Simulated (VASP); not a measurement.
A run of VASP 6.6.1 is set up as follows.

The input INCAR:

```
SYSTEM = BN
PREC = Accurate ; ENCUT = 910
EDIFF = 1E-7 ; ISMEAR = 0
SIGMA = 0.01 ; LREAL = .FALSE.
LASPH = .TRUE. ; NELM = 120
ALGO = Normal ; ISIF = 3
LWAVE = .FALSE. ; LCHARG = .FALSE.
GGA = PS ; IBRION = 2
NSW = 80 ; EDIFFG = -0.001
GGA_COMPAT = .FALSE. ; NELMIN = 4
```

Contents of KPOINTS:

```
regular mesh
0
G
  12 12 12
  0 0 0
```

Contents of POSCAR:

```
BN
1.0
    1.2520973358      0.7228987339      3.4815292535
   -1.2520973358      0.7228987339      3.4815292535
    0.0000000000     -1.4457974678      3.4815292535
B N
1 1
Direct
    0.9996236949      0.9996236949      0.9996236949
    0.3328093051      0.3328093051      0.3328093051
```

Potentials or basis: VASP PAW PBE potentials, release 64 (B_h, N_h).

Run with:

```sh
$ cat potpaw_PBE.64/B_h/POTCAR potpaw_PBE.64/N_h/POTCAR > POTCAR
$ mpirun -np 1 vasp_std > vasp.out
```

Task: Predict the relaxed volume.

Result: 9.30 Å³/atom.

Task: Predict the band gap on the k mesh.

Result: 4.21 eV (least direct gap 4.64 eV).

Task: What does it give for the relaxed cell?

Result: a = 3.718 Å, b = 3.718 Å, c = 3.718 Å, α = 39.36°, β = 39.36°, γ = 39.36°.

Task: Estimate the space group after relaxing (to 0.1 Å).

Result: R3m (No. 160).

Final structure:
```yaml
crystal:
  lattice:
    - [1.25203, 0.72286, 3.42560]
    - [-1.25203, 0.72286, 3.42560]
    - [0.00000, -1.44572, 3.42560]
  atoms:
    - { symbol: B, position: [0.99964, 0.99964, 0.99964] }
    - { symbol: N, position: [0.33279, 0.33279, 0.33279] }
```

Caveat: the cutoff is under 1.25 times the usual one of these potentials, so pressure, stress and relaxed cells hold a basis-set (Pulay) error; the PAW data sets were made with another functional, which shifts forces and pressure a little. A k mesh can miss the band edges.
